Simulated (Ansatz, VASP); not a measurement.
InSb: VASP beside Ansatz

Contents of INCAR:

```
PREC = Accurate ; ENCUT = 500
EDIFF = 1E-6 ; ISMEAR = 0
SIGMA = 0.05 ; LREAL = False
LASPH = True ; NELM = 120
ALGO = Normal ; ISIF = 2
LWAVE = False ; LCHARG = False
GGA = PS ; NBANDS = 16
GGA_COMPAT = False
```

KPOINTS

```
Automatic mesh
0
Gamma
  6 6 6
```

POSCAR

```
InSb
1.0
    0.0000000000      3.2457025115      3.2457025115
    3.2457025115      0.0000000000      3.2457025115
    3.2457025115      3.2457025115      0.0000000000
In Sb
1 1
Direct
    0.0000000000      0.0000000000      0.0000000000
    0.7500000000      0.7500000000      0.7500000000
```

Input for Ansatz:

```yaml
crystal:
  lattice:
    - [0.0, 3.2457025115, 3.2457025115]
    - [3.2457025115, 0.0, 3.2457025115]
    - [3.2457025115, 3.2457025115, 0.0]
  atoms:
    - { symbol: In, position: [0.0, 0.0, 0.0] }
    - { symbol: Sb, position: [0.75, 0.75, 0.75] }
basis:
  ecutwfc: 420
  ecutrho_ratio: 4
kpoints:
  mp_grid: { grid: [6, 6, 6] }
hamiltonian:
  xc: pbesol
scf:
  occupations: { method: gaussian, width: 0.05 }
output:
  forces: true
  stress: true
  eigenvalues: true
```

Alike in both runs: task single point; functional PBEsol; k mesh 6 × 6 × 6; occupations gaussian, width 0.05 eV; no spin polarisation.

|  | VASP | Ansatz |
| --- | --- | --- |
| version | VASP 6.6.1 | Ansatz 0.2.0 |
| potentials or method | VASP PAW PBE potentials, release 64 (In_d, Sb), cutoff 500 eV | scalar-relativistic, plane waves, PAW |
| valence electrons in the cell | 18 | 28 |

```csv
,VASP,Ansatz,Ansatz less VASP
gap on the k mesh at the Fermi level (eV),none,none,-
pressure (GPa),0.7,0.6,-0.02
```

VASP's potentials were made for PBE, not for PBEsol. A gap of «none» marks a metal or a gap that the smearing closes. The functional is the same, so the differences come from potentials, cutoffs and numerics. VASP's potentials hold 18 valence electrons a cell and Ansatz's 28, so a difference there can come from the potentials and not from the codes.

Spin-orbit coupling is off throughout.
